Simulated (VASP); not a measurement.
Here is a VASP 6.6.1 calculation.

The input INCAR:

```
SYSTEM = FeGe
PREC     = Accurate       ! precision mode
ENCUT    = 520            ! plane-wave cutoff, eV
EDIFF    = 1E-6           ! SCF threshold, eV
ISMEAR   = 0              ! smearing method
SIGMA    = 0.1            ! smearing width, eV
LREAL    = .FALSE.        ! projectors in reciprocal space
LASPH    = .TRUE.         ! aspherical terms in the spheres
NELM     = 150            ! most SCF steps
ALGO     = Normal         ! electronic algorithm
ISIF     = 2              ! what is computed and relaxed
LWAVE    = .FALSE.        ! write WAVECAR
LCHARG   = .TRUE.         ! write CHGCAR
ISPIN    = 2              ! spin polarisation
MAGMOM   = 4 4 4 0 0 0    ! initial moments
LORBIT   = 11             ! projections on sites
LMAXMIX  = 4              ! l up to which the mixer works
GGA      = PE             ! functional
LELF     = .TRUE.         ! ELF
LVHAR    = .TRUE.       
NBANDS   = 46             ! bands
```

KPOINTS

```
regular mesh
0
G
  6 6 4
  0 0 0
```

File POSCAR:

```
FeGe
1.0
    4.9976023358      0.0000000000      0.0000000000
   -2.4988011679      4.3280505808      0.0000000000
    0.0000000000      0.0000000000      4.1157613500
Fe Ge
3 3
Direct
    0.5000000000      0.0000000000      0.0000000000
    0.5000000000      0.5000000000      0.0000000000
    0.0000000000      0.5000000000      0.0000000000
    0.0000000000      0.0000000000      0.0000000000
    0.3333333300      0.6666666700      0.5000000000
    0.6666666700      0.3333333300      0.5000000000
```

Potentials or basis: VASP PAW PBE potentials, release 64 (Fe, Ge_d).

Command:

```bash
$ cat potpaw_PBE.64/Fe/POTCAR potpaw_PBE.64/Ge_d/POTCAR > POTCAR
$ mpirun -np 1 vasp_std > vasp.out
```

Q: What does it give for the net moment?

A: 4.34 μB per cell.

Q: Estimate the site moments.

A: Fe +1.53; Ge -0.08, -0.06 (each value once) μB.

Q: Predict the pressure.

A: -3.6 GPa.

Stress tensor (GPa, compression positive):
```
-3.53  0.00  0.00
 0.00 -3.53  0.00
 0.00  0.00 -3.86
```

Caveat: the k points lie up to 0.38 Å⁻¹ apart.
